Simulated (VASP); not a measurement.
# MoS2 in VASP: notebook, part 2 of 2

VASP 6.6.1.

**3. Single point, PBEsol**

Contents of INCAR:

```
ALGO = Normal
EDIFF = 1E-7
ENCUT = 520
GGA = PS
ISIF = 2
ISMEAR = -1
LASPH = T
LCHARG = T
LELF = T
LREAL = F
LVHAR = T
LWAVE = F
NBANDS = 20
NELM = 80
PREC = Accurate
SIGMA = 0.05
```

Contents of KPOINTS:

```
k-points
0
Gamma
  10 10 2
```

Contents of POSCAR:

```
MoS2
1.0
    3.2260272831      0.0000000000      0.0000000000
   -1.6130136416      2.7938215805      0.0000000000
    0.0000000000      0.0000000000     17.5627129508
Mo S
1 2
Direct
    0.0000000000      0.0000000000      0.0000000000
    0.3333333333      0.6666666667      0.9105070200
    0.3333333333      0.6666666667      0.0894929800
```

Potentials or basis: VASP PAW PBE potentials, release 64 (Mo_sv, S).

Run with:

```bash
cat potpaw_PBE.64/Mo_sv/POTCAR potpaw_PBE.64/S/POTCAR > POTCAR
mpirun -np 1 vasp_std > vasp.out
```

OUTCAR:

```text
EDIFF = 1E-7
   ENCUT = 520
   GGA = PS
   ISIF = 2
   ISMEAR = -1
   LASPH = T
   LREAL = F
   NELM = 80
   PREC = Accurate

 ion  position               nearest neighbor table
   1  0.000  0.000  0.000-   2 2.44   3 2.44   2 2.44   3 2.44   2 2.44   3 2.44
   2  0.333  0.667  0.911-   1 2.44   1 2.44   1 2.44
   3  0.333  0.667  0.089-   1 2.44   1 2.44   1 2.44

  LATTYP: Found a hexagonal cell.
 ALAT       =     3.2260272831
 C/A-ratio  =     5.4440683260

  Lattice vectors:

 A1 = (   3.2260272831,   0.0000000000,   0.0000000000)
 A2 = (  -1.6130136416,   2.7938215805,   0.0000000000)
 A3 = (   0.0000000000,   0.0000000000,  17.5627129508)

Analysis of symmetry for initial positions (statically):
=====================================================================
 Subroutine PRICEL returns:
 Original cell was already a primitive cell.

 Routine SETGRP: Setting up the symmetry group for a
 hexagonal supercell.

 Subroutine GETGRP returns: Found 12 space group operations
[... 158 lines left out ...]

 Free energy of the ion-electron system (eV)
  ---------------------------------------------------
  ext. energy  EPLUGINS =         0.00000000
  ---------------------------------------------------
  free energy    TOTEN  =       -23.32889237 eV

  energy without entropy =      -23.32889236  energy(sigma->0) =      -23.32889236

 E-fermi :  -0.8110     XC(G=0):  -4.3191

 val. band max:       -1.6046859553   @ k =   0.0000   0.0000   0.5000
 cond. band min:       0.0347179070   @ k =   0.3000   0.3000   0.0000
 fundamental gap:      1.6394038623
 Fermi energy:        -0.8110343248

 k-point     1 :       0.0000    0.0000    0.0000
  band No.  band energies     occupation
      1     -62.4754      2.00000
      2     -36.6183      2.00000
      3     -36.4469      2.00000
      4     -36.4469      2.00000
      5     -15.5390      2.00000
      6     -14.2833      2.00000
[... 541 lines left out ...]
     19       6.7086      0.00000
     20       6.7316      0.00000

 [... further k-points ...]
[... 5 lines left out ...]
  --------------------------------------------------------------------------------------
  -------------------------------------------------------------------------------------
  Total       -3.1643045     -3.1643045     -2.3872862      0.0000000     -0.0000000      0.0000000
  in kB      -32.0280533    -32.0280533    -24.1633290      0.0000000     -0.0000000      0.0000000
  external PRESSURE =     -29.4064786 kB  Pullay stress =       0.0000000 kB

 VOLUME and BASIS-vectors are now :
 -----------------------------------------------------------------------------
  energy-cutoff  :      520.00
  volume of cell :      158.29
      direct lattice vectors                 reciprocal lattice vectors
     3.226027283  0.000000000  0.000000000     0.309978780  0.178966332  0.000000000
    -1.613013642  2.793821580  0.000000000     0.000000000  0.357932664  0.000000000
     0.000000000  0.000000000 17.562712951     0.000000000  0.000000000  0.056938811

 POSITION                                       TOTAL-FORCE (eV/Angst)
 -----------------------------------------------------------------------------------
      0.00000      0.00000      0.00000         0.000000      0.000000      0.000000
     -0.00000      1.86255     15.99097         0.000000      0.000000      0.751680
     -0.00000      1.86255      1.57174        -0.000000      0.000000     -0.751680
 -----------------------------------------------------------------------------------
    total drift:                                0.000000     -0.000000     -0.000000

  FREE ENERGIE OF THE ION-ELECTRON SYSTEM (eV)
  ---------------------------------------------------
  free  energy   TOTEN  =       -23.3288923693 eV

  energy  without entropy=      -23.3288923593  energy(sigma->0) =      -23.32889236
```

OSZICAR:

```text
N       E                     dE             d eps       ncg     rms          rms(c)
DAV:   1     0.144956288366E+03    0.14496E+03   -0.12291E+04  1456   0.107E+03
DAV:   2    -0.146170230939E+02   -0.15957E+03   -0.15504E+03  1484   0.243E+02
DAV:   3    -0.247693611112E+02   -0.10152E+02   -0.10054E+02  1488   0.526E+01
[... 14 lines left out ...]
DAV:  18    -0.233288627669E+02   -0.53226E-04   -0.32254E-06  1288   0.869E-03    0.447E-03
DAV:  19    -0.233288801874E+02   -0.17421E-04   -0.11019E-06  1332   0.460E-03    0.160E-03
DAV:  20    -0.233288895790E+02   -0.93916E-05   -0.47767E-07  1240   0.191E-03    0.681E-04
DAV:  21    -0.233288917834E+02   -0.22044E-05   -0.11283E-07  1172   0.812E-04    0.423E-04
DAV:  22    -0.233288923158E+02   -0.53241E-06   -0.22500E-08  1068   0.398E-04    0.148E-04
DAV:  23    -0.233288923693E+02   -0.53475E-07   -0.11914E-09   812   0.141E-04
   1 F= -.23328892E+02 E0= -.23328892E+02  d E =-.998919E-08
```

It took 83 s on 1 thread of Intel Xeon Platinum 8488C (Sapphire Rapids), shared host; peak memory 0.3 GiB.

Results:

* Free energy: -23.3289 eV
* Largest force: 0.752 eV/Å
* Band gap on the k mesh: 1.64 eV, indirect (least direct gap 1.83 eV)

Forces in eV/Å, atoms in the order of the input:
```
Mo   0.000  0.000  0.000
S    0.000  0.000  0.752
S    0.000  0.000 -0.752
```

Levels at points of the mesh, in eV from the valence-band top:
| k point | band 9 | band 10 | band 11 | band 12 | band 13 | band 14 | band 15 | band 16 | band 17 | band 18 |
| --- | --- | --- | --- | --- | --- | --- | --- | --- | --- | --- |
| (0.00, 0.00, 0.00) | -2.61 | -1.73 | -1.54 | -1.54 | 0.00 | 2.60 | 2.60 | 2.84 | 2.84 | 5.34 |
| (0.50, 0.00, 0.00) | -4.01 | -3.13 | -1.86 | -1.06 | -0.67 | 2.06 | 2.56 | 3.69 | 4.10 | 5.98 |
| (0.00, 0.00, 0.50) | -2.61 | -1.73 | -1.54 | -1.54 | 0.00 | 2.60 | 2.60 | 2.84 | 2.84 | 5.41 |
| (0.50, 0.00, 0.50) | -4.01 | -3.13 | -1.86 | -1.06 | -0.67 | 2.06 | 2.56 | 3.69 | 4.10 | 5.98 |

Caveat: the PAW data sets were made with another functional, which shifts forces and pressure a little.

**4. Single point, LDA**

This run uses another cell than the first one, of 53.78 Å³/atom, 1.019 times its volume.

Contents of INCAR:

```
  PREC = Accurate
  ENCUT = 520
  EDIFF = 1E-6
  ISMEAR = -1
  SIGMA = 0.05
  LREAL = False
  LASPH = True
  NELM = 80
  ALGO = Normal
  ISIF = 2
  LWAVE = False
  LCHARG = True
  LELF = True
  LVHAR = True
  NBANDS = 20
```

Contents of KPOINTS:

```
Automatic mesh
0
Gamma
  10 10 2
```

Contents of POSCAR:

```
MoS2
1.0
    3.2465757816      0.0000000000      0.0000000000
   -1.6232878908      2.8116171022      0.0000000000
    0.0000000000      0.0000000000     17.6745803806
Mo S
1 2
Direct
    0.0000000000      0.0000000000      0.0000000000
    0.3333333333      0.6666666667      0.9105070200
    0.3333333333      0.6666666667      0.0894929800
```

Potentials or basis: VASP PAW LDA potentials, release 64 (Mo_sv, S).

Run with:

```bash
cat potpaw_LDA.64/Mo_sv/POTCAR potpaw_LDA.64/S/POTCAR > POTCAR
mpirun -np 1 vasp_std > vasp.out
```

Wall time 71 s (1 thread of Intel Xeon Platinum 8488C (Sapphire Rapids), shared host); peak memory 0.26 GiB.

It converged, with:

```yaml
Free_energy: -24.1367 eV
Largest_force: 1.238 eV/Å
Band_gap_on_the_k_mesh: 1.59 eV, indirect (least direct gap 1.78 eV)
```

Forces on the atoms (eV/Å):
```
Mo   0.000  0.000  0.000
S    0.000  0.000  1.238
S    0.000  0.000 -1.238
```

Levels at points of the mesh, in eV from the valence-band top:
```csv
k point,band 11,band 12,band 13,band 14,band 15,band 16
"(0.00, 0.00, 0.00)",-1.52,-1.52,0.00,2.53,2.53,2.75
"(0.50, 0.00, 0.00)",-1.82,-1.04,-0.63,1.99,2.47,3.59
"(0.00, 0.00, 0.50)",-1.52,-1.52,0.00,2.53,2.53,2.75
"(0.50, 0.00, 0.50)",-1.82,-1.04,-0.63,1.99,2.47,3.59
```

**5. Single point, r2SCAN**

Contents of POSCAR:

```
MoS2
1.0
    3.2260272831      0.0000000000      0.0000000000
   -1.6130136416      2.7938215805      0.0000000000
    0.0000000000      0.0000000000     17.5627129508
Mo S
1 2
Direct
    0.0000000000      0.0000000000      0.0000000000
    0.3333333333      0.6666666667      0.9105070200
    0.3333333333      0.6666666667      0.0894929800
```

Contents of INCAR.step1:

```
  PREC = Accurate
  ENCUT = 520
  ISMEAR = -1
  SIGMA = 0.05
  LREAL = False
  LASPH = True
  NELM = 80
  NBANDS = 20
  GGA = PE
  ALGO = Normal
  EDIFF = 1E-4
  LWAVE = True
  LCHARG = False
```

Contents of INCAR.step2:

```
  PREC = Accurate
  ENCUT = 520
  EDIFF = 1E-7
  ISMEAR = -1
  SIGMA = 0.05
  LREAL = False
  LASPH = True
  NELM = 80
  ALGO = Normal
  ISIF = 2
  LWAVE = False
  LCHARG = False
  METAGGA = R2SCAN
  LMIXTAU = True
  NBANDS = 20
  ISTART = 1
```

KPOINTS is that of step 4.

Potentials or basis: VASP PAW PBE potentials, release 64 (Mo_sv, S).

Run with:

```bash
cat potpaw_PBE.64/Mo_sv/POTCAR potpaw_PBE.64/S/POTCAR > POTCAR
cp INCAR.step1 INCAR
mpirun -np 1 vasp_std > vasp.out
cp INCAR.step2 INCAR
mpirun -np 1 vasp_std > vasp.out
```

Wall time 4.5 min (1 thread of Intel Xeon Platinum 8488C (Sapphire Rapids), shared host); peak memory 0.34 GiB.

Results (log left out):

- Free energy: -44.9655 eV
- Largest force: 0.607 eV/Å
- Band gap on the k mesh: 1.72 eV, indirect (least direct gap 1.93 eV)

Forces in eV/Å, atoms in the order of the input:
```
Mo   0.000  0.000  0.000
S    0.000  0.000  0.607
S    0.000  0.000 -0.607
```

Levels at points of the mesh, in eV from the valence-band top:
```
           k point  band 10  band 11  band 12  band 13  band 14  band 15  band 16  band 17
(0.00, 0.00, 0.00)    -1.87    -1.68    -1.68     0.00     2.74     2.74     2.95     2.95
(0.50, 0.00, 0.00)    -3.33    -2.02    -1.20    -0.69     2.17     2.67     3.98     4.29
(0.00, 0.00, 0.50)    -1.87    -1.68    -1.68     0.00     2.74     2.74     2.95     2.95
(0.50, 0.00, 0.50)    -3.33    -2.02    -1.20    -0.69     2.17     2.67     3.98     4.29
```

Caveat: the PAW data sets were made with another functional, which shifts forces and pressure a little.

**6. Overview**

```tsv
level	potentials or basis	cell	gap on the mesh (eV)	largest force (eV/Å)
LDA	VASP PAW LDA potentials, release 64 (Mo_sv, S)	a = 3.226, b = 3.226, c = 17.563 Å, angles 90.0, 90.0, 120.0°, 3 atoms	1.64	0.97
PBEsol	VASP PAW PBE potentials, release 64 (Mo_sv, S)	a = 3.226, b = 3.226, c = 17.563 Å, angles 90.0, 90.0, 120.0°, 3 atoms	1.64	0.75
LDA	VASP PAW LDA potentials, release 64 (Mo_sv, S)	a = 3.247, b = 3.247, c = 17.675 Å, angles 90.0, 90.0, 120.0°, 3 atoms	1.59	1.24
r2SCAN	VASP PAW PBE potentials, release 64 (Mo_sv, S)	a = 3.226, b = 3.226, c = 17.563 Å, angles 90.0, 90.0, 120.0°, 3 atoms	1.72	0.61
```

Alike in all rows: task single point; no spin polarisation; k mesh 10 × 10 × 2; cutoff (eV) 520; smearing fermi-dirac 0.05 eV.

Caveats: the PAW data sets were made with another functional, which shifts forces and pressure a little (some runs).

Absolute energies hang on the potentials; compare differences alone.
